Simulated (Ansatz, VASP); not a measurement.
## C: VASP beside Ansatz

```
CELL_PARAMETERS angstrom
0.00000 1.82884 1.62109
1.82884 0.00000 1.62109
1.82884 1.82884 0.00000
ATOMIC_POSITIONS crystal
C 0.50000 0.50000 0.50000
C 0.75000 0.75000 0.75000
```

Alike in both runs: task single point; functional PBE; k mesh 12 × 12 × 12; occupations gaussian, width 0.05 eV; no spin polarisation.

|  | VASP | Ansatz |
| --- | --- | --- |
| version | VASP 6.6.1 | Ansatz 0.2.0 |
| potentials or method | VASP PAW PBE potentials, release 64 (C), cutoff 520 eV | scalar-relativistic, plane waves, PAW |
| valence electrons in the cell | 8 | 8 |

|  | VASP | Ansatz | Ansatz less VASP |
| --- | --- | --- | --- |
| gap on the k mesh at the Fermi level (eV) | 1.25 | 1.26 | +0.011 |
| least direct gap on the mesh (eV) | 3.75 | 3.76 | +0.004 |
| pressure (GPa) | 24.2 | 23.4 | -0.79 |
| traceless stress, the component that is largest in VASP (GPa) | 68.36 | 68.39 | +0.027 |
